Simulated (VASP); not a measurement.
Te2Mo:

```
CELL_PARAMETERS angstrom
6.33000 0.00000 0.00000
0.00000 3.46900 0.00000
-0.94679 0.00000 13.82762
ATOMIC_POSITIONS crystal
Te 0.94370 0.75000 0.60450
Te 0.05630 0.25000 0.39550
Te 0.90300 0.25000 0.85140
Te 0.09700 0.75000 0.14860
Te 0.41120 0.75000 0.89550
Te 0.58880 0.25000 0.10450
Te 0.44320 0.25000 0.64840
Te 0.55680 0.75000 0.35160
Mo 0.81670 0.75000 0.99260
Mo 0.18330 0.25000 0.00740
Mo 0.68190 0.25000 0.49340
Mo 0.31810 0.75000 0.50660
```

Base run:

| Item | Value |
| --- | --- |
| Program | VASP 6.6.1 |
| Functional | r2SCAN |
| Potentials or basis | VASP PAW PBE potentials, release 64 (Te, Mo_sv) |
| Cutoff | 520 eV |
| k mesh | 4 × 8 × 2 |
| Occupations | fermi-dirac, width 0.05 eV |
| Spin | no spin polarisation |

Its results: band gap on the k mesh zero (bands 52 and 53 overlap by 0.09 eV); pressure 2.1 GPa; largest force 0.292 eV/Å.

Problem. The run is repeated on the same cell with these changes: functional from r2SCAN to BLYP. What comes out?

Solution. Band gap on the k mesh zero (bands 52 and 53 overlap by 0.17 eV); pressure 8.9 GPa; largest force 0.567 eV/Å.

Caveats: the PAW data sets were made with another functional, which shifts forces and pressure a little; spin-orbit coupling is left out, which moves the levels of the heavy elements; the cell stands under pressure (at least some runs).
